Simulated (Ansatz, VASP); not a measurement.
## TiH: VASP beside Ansatz

```
Ti H
1.0
     2.87758    0.00000    0.00000
    -1.43879    2.49206    0.00000
     0.00000    0.00000    5.26329
Ti H
2 2
Direct
  0.00000 0.00000 0.00000
  0.00000 0.00000 0.50000
  0.66667 0.33333 0.75000
  0.33333 0.66667 0.25000
```

Alike in both runs: task single point; functional r2SCAN; k mesh 3 × 3 × 2; no spin polarisation.

|  | VASP | Ansatz |
| --- | --- | --- |
| version | VASP 6.6.1 | Ansatz 0.2.0 |
| potentials or method | VASP PAW PBE potentials, release 64 (Ti_sv, H), cutoff 520 eV | plane waves, PAW |
| occupations | methfessel-paxton of order 1, width 0.1 eV | cold, width 0.1 eV |
| valence electrons in the cell | 26 | 26 |

VASP gave:

| Quantity | Value |
| --- | --- |
| pressure (GPa) | -0.6 |
| traceless stress, the component that is largest in VASP (GPa) | 4.05 |

Task: Estimate Ansatz's values.

Result: Pressure (GPa): -1.2; traceless stress, the component that is largest in VASP (GPa): 4.07.

VASP's potentials were made for PBE, not for r2SCAN.

The k mesh is coarse, so the values compare programs but aren't converged.
